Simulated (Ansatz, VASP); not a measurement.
## NiPt5 in VASP and in Ansatz

```
Ni Pt
1.0
     2.77468    0.00000    0.00000
     0.00000    2.77468    0.00000
     0.00000    0.00000   11.57118
Ni Pt
1 5
Direct
  0.00000 0.00000 0.50000
  0.00000 0.00000 0.82545
  0.50000 0.50000 0.00000
  0.00000 0.00000 0.17455
  0.50000 0.50000 0.35031
  0.50000 0.50000 0.64969
```

Alike in both runs: functional PBE; k mesh 6 × 6 × 2; occupations gaussian, width 0.1 eV; collinear spin.

Ansatz relaxed the structure, and its values are those at the end. VASP's run is a single point on that final structure, the one shown.

|  | VASP | Ansatz |
| --- | --- | --- |
| version | VASP 6.6.1 | Ansatz 0.2.0 |
| potentials or method | VASP PAW PBE potentials, release 64 (Ni, Pt), cutoff 520 eV | scalar-relativistic, plane waves, PAW |
| valence electrons in the cell | 60 | 108 |

VASP gave:

```
gap on the k mesh at the Fermi level (eV)                     : none
pressure (GPa)                                                : -0.4
rms of the force components (eV/Å)                            : 0.001
net moment per atom (μB)                                      : 0.24
size of the moment on the site where the two differ most (μB) : 0.70
```

Task: What did Ansatz give for the same quantities?

Result: gap on the k mesh at the Fermi level (eV): none; pressure (GPa): 0.0; rms of the force components (eV/Å): 0.008; net moment per atom (μB): 0.24; size of the moment on the site where the two differ most (μB): 0.74.

Site moments also hang on the region over which each program counts them. A gap of «none» marks a metal or a gap that the smearing closes. VASP's potentials hold 60 valence electrons a cell and Ansatz's 108, so a difference there can come from the potentials and not from the codes.

The k mesh is coarse, so the values compare programs but aren't converged. Neither program's run includes spin-orbit coupling.
